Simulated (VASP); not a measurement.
# HfN in VASP: further runs, part 2 of 2

VASP 6.6.1. Earlier steps stand in the parts before.

**4. Single point, r2SCAN (biaxial strain in the a-b plane: -1.5 %)**

POSCAR

```
HfN
1.0
    2.2287964899      2.2287964899      0.0000000000
   -2.2287964899      2.2287964899      0.0000000000
    0.0000000000      0.0000000000      4.5662043823
Hf N
2 2
Direct
    0.0000000000      0.0000000000      0.0000000000
    0.5000000000      0.5000000000      0.5000000000
    0.5000000000      0.5000000000      0.0000000000
    0.0000000000      0.0000000000      0.5000000000
```

INCAR.step1

```
SYSTEM = HfN
ALGO = Normal ; EDIFF = 1E-4
ENCUT = 520 ; GGA = PE
ISMEAR = 0 ; LASPH = .True.
LCHARG = .False. ; LREAL = .False.
LWAVE = .True. ; NBANDS = 23
NELM = 60 ; PREC = Accurate
SIGMA = 0.1
```

INCAR.step2

```
SYSTEM = HfN
ALGO = Normal ; EDIFF = 1E-6
ENCUT = 520 ; ISIF = 2
ISMEAR = 0 ; ISTART = 1
LASPH = .True. ; LCHARG = .False.
LMIXTAU = .True. ; LREAL = .False.
LWAVE = .False. ; METAGGA = R2SCAN
NBANDS = 23 ; NELM = 60
PREC = Accurate ; SIGMA = 0.1
```

KPOINTS

```
k-points
0
Gamma
  16 16 12
  0 0 0
```

Launch:

```bash
$ cat potpaw_PBE.64/Hf_pv/POTCAR potpaw_PBE.64/N/POTCAR > POTCAR
$ cp INCAR.step1 INCAR
$ mpirun -np 1 vasp_std > vasp.out
$ cp INCAR.step2 INCAR
$ mpirun -np 1 vasp_std > vasp.out
```

Wall time 4.5 min (1 thread of Intel Xeon 6975P-C (Granite Rapids), shared host); peak memory 0.38 GiB.

It converged, with:

- Free energy: -116.4391 eV
- Pressure: 3.9 GPa
- Band gap on the k mesh: zero (band 15 reaches 12.14 eV, above the bottom of band 16 at 4.69 eV)

Stress tensor (GPa, compression positive):
```
 8.29  0.00  0.00
 0.00  8.29  0.00
 0.00  0.00 -4.77
```

Levels at points of the mesh, in eV from the Fermi level:
```tsv
k point	band 11	band 12	band 13	band 14	band 15	band 16	band 17	band 18	band 19	band 20
(0.00, 0.00, 0.00)	-4.07	-3.92	-3.52	-3.41	-3.41	-0.53	-0.25	-0.25	1.56	2.23
(0.50, 0.00, 0.00)	-6.47	-6.47	-5.96	-5.96	1.97	1.97	2.40	2.40	3.36	3.36
(0.50, 0.50, 0.00)	-4.23	-4.23	-4.12	-4.12	-3.99	-3.99	4.17	4.17	5.50	5.50
(0.00, 0.00, 0.50)	-4.18	-4.18	-4.18	-4.18	-2.57	-2.57	3.13	3.13	3.25	3.25
(0.50, 0.00, 0.50)	-6.75	-6.75	-6.74	-6.74	3.46	3.46	3.79	3.79	3.97	3.97
(0.50, 0.50, 0.50)	-5.85	-5.85	-5.85	-5.85	0.92	0.92	0.92	0.92	5.88	5.88
```

Caveat: the cell differs from its parent crystal (biaxial strain in the a-b plane: -1.5 %); the PAW data sets were made with another functional, which shifts forces and pressure a little; spin-orbit coupling is left out, which moves the levels of the heavy elements.

**5. Single point, r2SCAN**

This run uses another cell than the first one: it holds 4 atoms, not 2.

POSCAR

```
HfN
1.0
    2.2627375532      2.2627375532      0.0000000000
   -2.2627375532      2.2627375532      0.0000000000
    0.0000000000      0.0000000000      4.5254751064
Hf N
2 2
Direct
    0.0000000000      0.0000000000      0.0000000000
    0.5000000000      0.5000000000      0.5000000000
    0.5000000000      0.5000000000      0.0000000000
    0.0000000000      0.0000000000      0.5000000000
```

INCAR.step1 is that of step 4.

INCAR.step2: that of step 4 with these lines changed.

```diff
@@ -1,3 +1,3 @@
 SYSTEM = HfN
-ALGO = Normal ; EDIFF = 1E-6
+ALGO = Normal ; EDIFF = 1E-7
 ENCUT = 520 ; ISIF = 2
```

KPOINTS is that of step 4.

Launch:

```bash
$ cat potpaw_PBE.64/Hf_pv/POTCAR potpaw_PBE.64/N/POTCAR > POTCAR
$ cp INCAR.step1 INCAR
$ mpirun -np 1 vasp_std > vasp.out
$ cp INCAR.step2 INCAR
$ mpirun -np 1 vasp_std > vasp.out
```

Run time: 5.4 min. Hardware: 1 thread of Intel Xeon 6975P-C (Granite Rapids), shared host; peak memory 0.38 GiB.

Results (log left out):

- Free energy: -116.4740 eV
- Pressure: -2.7 GPa
- Band gap on the k mesh: zero (band 15 reaches 11.85 eV, above the bottom of band 16 at 4.62 eV)

Levels at points of the mesh, in eV from the Fermi level:
```
           k point  band 11  band 12  band 13  band 14  band 15  band 16  band 17  band 18  band 19  band 20
(0.00, 0.00, 0.00)    -4.13    -3.87    -3.42    -3.42    -3.42    -0.33    -0.33    -0.33     2.00     2.00
(0.50, 0.00, 0.00)    -6.32    -6.32    -5.74    -5.74     1.80     1.80     2.25     2.25     3.27     3.27
(0.50, 0.50, 0.00)    -4.13    -4.13    -4.13    -4.13    -3.87    -3.87     4.11     4.11     5.52     5.52
(0.00, 0.00, 0.50)    -4.27    -4.27    -4.27    -4.27    -2.46    -2.46     2.95     2.95     3.28     3.28
(0.50, 0.00, 0.50)    -6.62    -6.62    -6.62    -6.62     3.37     3.37     3.76     3.76     3.76     3.76
(0.50, 0.50, 0.50)    -5.92    -5.92    -5.92    -5.92     1.14     1.14     1.14     1.14     5.54     5.54
```

Caveat: the PAW data sets were made with another functional, which shifts forces and pressure a little; spin-orbit coupling is left out, which moves the levels of the heavy elements.

**6. Relaxation of cell and atoms, r2SCAN**

This run uses another cell than the first one, of 11.48 Å³/atom, 0.991 times its volume.

POSCAR

```
HfN
1.0
    0.0000000000      2.2558601243      2.2558601243
    2.2558601243      0.0000000000      2.2558601243
    2.2558601243      2.2558601243      0.0000000000
Hf N
1 1
Direct
    0.0000000000      0.0000000000      0.0000000000
    0.5000000000      0.5000000000      0.5000000000
```

INCAR.step1

```
ALGO     = Normal         # electronic algorithm
EDIFF    = 1E-4           # SCF threshold, eV
ENCUT    = 600            # plane-wave cutoff, eV
GGA      = PE             # functional
ISMEAR   = 0              # smearing method
LASPH    = True           # aspherical terms in the spheres
LCHARG   = False          # write CHGCAR
LREAL    = False          # projectors in reciprocal space
LWAVE    = True           # write WAVECAR
NELM     = 60             # most SCF steps
PREC     = Accurate       # precision mode
SIGMA    = 0.1            # smearing width, eV
```

INCAR.step2

```
ALGO     = Normal         # electronic algorithm
EDIFF    = 1E-6           # SCF threshold, eV
EDIFFG   = -0.005         # ionic threshold
ENCUT    = 600            # plane-wave cutoff, eV
IBRION   = 2              # ionic algorithm
ISIF     = 3              # what is computed and relaxed
ISMEAR   = 0              # smearing method
ISTART   = 1            
LASPH    = True           # aspherical terms in the spheres
LCHARG   = False          # write CHGCAR
LMIXTAU  = True         
LREAL    = False          # projectors in reciprocal space
LWAVE    = False          # write WAVECAR
METAGGA  = R2SCAN         # meta-GGA
NELM     = 60             # most SCF steps
NSW      = 100            # ionic steps
PREC     = Accurate       # precision mode
SIGMA    = 0.1            # smearing width, eV
```

KPOINTS

```
k-points
0
Gamma
  16 16 16
```

Potentials or basis: VASP PAW PBE potentials, release 64 (Hf_pv, N).

Launch:

```bash
$ cat potpaw_PBE.64/Hf_pv/POTCAR potpaw_PBE.64/N/POTCAR > POTCAR
$ cp INCAR.step1 INCAR
$ mpirun -np 1 vasp_std > vasp.out
$ cp INCAR.step2 INCAR
$ mpirun -np 1 vasp_std > vasp.out
```

OUTCAR:

```text
EDIFF = 1E-6
   EDIFFG = -0.005
   ENCUT = 600
   IBRION = 2
   ISIF = 3
   ISMEAR = 0
   ISTART = 1
   LASPH = True
   LREAL = False
   METAGGA = R2SCAN
   NELM = 60
   NSW = 100
   PREC = Accurate

 ion  position               nearest neighbor table
   1  0.000  0.000  0.000-   2 2.26   2 2.26   2 2.26   2 2.26   2 2.26   2 2.26
   2  0.500  0.500  0.500-   1 2.26   1 2.26   1 2.26   1 2.26   1 2.26   1 2.26

  LATTYP: Found a face centered cubic cell.
 ALAT       =     4.5117202486

  Lattice vectors:

 A1 = (   0.0000000000,   2.2558601243,   2.2558601243)
 A2 = (   2.2558601243,   0.0000000000,   2.2558601243)
 A3 = (   2.2558601243,   2.2558601243,   0.0000000000)

Analysis of symmetry for initial positions (statically):
=====================================================================
 Subroutine PRICEL returns:
 Original cell was already a primitive cell.

 Routine SETGRP: Setting up the symmetry group for a
 face centered cubic supercell.

 Subroutine GETGRP returns: Found 48 space group operations
 (whereof 48 operations were pure point group operations)
 out of a pool of 48 trial point group operations.

The static configuration has the point symmetry O_h .
[... 168 lines left out ...]
 Fermi energy:         8.5681611340

 k-point     1 :       0.0000    0.0000    0.0000
  band No.  band energies     occupation
      1     -23.9515      2.00000
      2     -23.9515      2.00000
      3     -23.9515      2.00000
      4     -10.1584      2.00000
      5       5.1356      2.00000
      6       5.1356      2.00000
      7       5.1356      2.00000
      8       8.2281      2.00000
      9       8.2281      2.00000
     10       8.2281      2.00000
     11      10.6714      0.00000
[... 309 lines left out ...]
 k-point    24 :      -0.0625    0.0625    0.0000
  band No.  band energies     occupation
      1     -24.0503      2.00000
      2     -23.9757      2.00000
      3     -23.9530      2.00000
      4      -9.9212      2.00000
      5       4.1219      2.00000
      6       4.4669      2.00000
      7       4.7986      2.00000
      8       8.3768      1.99318
      9       8.4073      1.97707
     10       8.8550      0.00005
     11      10.7736      0.00000

 [... further k-points ...]
[... 5 lines left out ...]
  --------------------------------------------------------------------------------------
  -------------------------------------------------------------------------------------
  Total       -0.0049578     -0.0049578     -0.0049578      0.0000000      0.0000000     -0.0000000
  in kB       -0.3459680     -0.3459680     -0.3459680      0.0000000      0.0000000     -0.0000000
  external PRESSURE =      -0.3459680 kB  Pullay stress =       0.0000000 kB

 VOLUME and BASIS-vectors are now :
 -----------------------------------------------------------------------------
  energy-cutoff  :      600.00
  volume of cell :       22.96
      direct lattice vectors                 reciprocal lattice vectors
     0.000000000  2.255860124  2.255860124    -0.221644948  0.221644948  0.221644948
     2.255860124  0.000000000  2.255860124     0.221644948 -0.221644948  0.221644948
     2.255860124  2.255860124  0.000000000     0.221644948  0.221644948 -0.221644948

 POSITION                                       TOTAL-FORCE (eV/Angst)
 -----------------------------------------------------------------------------------
      0.00000      0.00000      0.00000         0.000000     -0.000000      0.000000
      2.25586      2.25586      2.25586        -0.000000      0.000000     -0.000000
 -----------------------------------------------------------------------------------
    total drift:                                0.000000      0.000000      0.000000

  FREE ENERGIE OF THE ION-ELECTRON SYSTEM (eV)
  ---------------------------------------------------
  free  energy   TOTEN  =       -58.2391362140 eV

  energy  without entropy=      -58.2362927281  energy(sigma->0) =      -58.23771447

 reached required accuracy - stopping structural energy minimisation
```

OSZICAR.step1:

```text
N       E                     dE             d eps       ncg     rms          rms(c)
DAV:   1     0.444559356574E+02    0.44456E+02   -0.89768E+03  3190   0.144E+03
DAV:   2    -0.222599772801E+02   -0.66716E+02   -0.62896E+02  4186   0.279E+02
DAV:   3    -0.247339024305E+02   -0.24739E+01   -0.24451E+01  4148   0.482E+01
DAV:   4    -0.247583280152E+02   -0.24426E-01   -0.24245E-01  3850   0.466E+00
DAV:   5    -0.247588724317E+02   -0.54442E-03   -0.54352E-03  4152   0.484E-01    0.494E+01
DAV:   6    -0.218333129028E+02    0.29256E+01   -0.15451E+01  3831   0.292E+01    0.410E+01
DAV:   7    -0.217795010001E+02    0.53812E-01   -0.72128E-01  3670   0.787E+00    0.266E+01
DAV:   8    -0.217697359102E+02    0.97651E-02   -0.14016E-01  3756   0.364E+00    0.682E+00
DAV:   9    -0.217576952416E+02    0.12041E-01   -0.65842E-02  3853   0.187E+00    0.156E+00
DAV:  10    -0.217573282988E+02    0.36694E-03   -0.20618E-03  3722   0.441E-01    0.447E-01
DAV:  11    -0.217573182432E+02    0.10056E-04   -0.34298E-04  3628   0.159E-01
   1 F= -.21757318E+02 E0= -.21755856E+02  d E =-.292365E-02
```

It took 3.8 min on 1 thread of Intel Xeon Platinum 8259CL at 2.50GHz (Skylake/Cascade Lake), shared host; peak memory 0.21 GiB.

Results:

| Quantity | Value |
| --- | --- |
| Free energy | -58.2391 eV |
| Pressure after relaxing | 0.0 GPa |

Final structure:
```cif
data_structure
_symmetry_space_group_name_H-M 'P 1'
_symmetry_Int_Tables_number 1
_cell_length_a 3.1903
_cell_length_b 3.1903
_cell_length_c 3.1903
_cell_angle_alpha 60.000
_cell_angle_beta 60.000
_cell_angle_gamma 60.000
_cell_volume 22.96
loop_
_atom_site_label
_atom_site_type_symbol
_atom_site_fract_x
_atom_site_fract_y
_atom_site_fract_z
_atom_site_occupancy
Hf1 Hf 0.00000 0.00000 0.00000 1
N1 N 0.50000 0.50000 0.50000 1
```

Caveat: the relaxation stopped at its first step, so nothing moved; the PAW data sets were made with another functional, which shifts forces and pressure a little; spin-orbit coupling is left out, which moves the levels of the heavy elements.

**7. Overview**

| task | cell | k mesh | cutoff (eV) | gap on the mesh (eV) | pressure (GPa) |
| --- | --- | --- | --- | --- | --- |
| single point | a = 3.200 Å, angles 60.0°, 2 atoms | 16 × 16 × 16 | 520 | none | -2.7 |
| single point | a = 3.152, b = 3.152, c = 4.566 Å, 4 atoms | 16 × 16 × 12 | 520 | none | 3.9 |
| single point | a = 3.200, b = 3.200, c = 4.525 Å, 4 atoms | 16 × 16 × 12 | 520 | none | -2.7 |
| relaxation of cell and atoms | relaxed from a = 3.190 Å, angles 60.0°, 2 atoms | 16 × 16 × 16 | 600 | none | 0.0 |

Alike in all rows: level r2SCAN; potentials or basis VASP PAW PBE potentials, release 64 (Hf_pv, N); no spin polarisation; smearing gaussian 0.1 eV.

Caveats: the PAW data sets were made with another functional, which shifts forces and pressure a little; spin-orbit coupling is left out, which moves the levels of the heavy elements; the relaxation stopped at its first step, so nothing moved (some runs).

Total energies depend on the potentials used, so only differences within one code and one set of settings carry meaning.
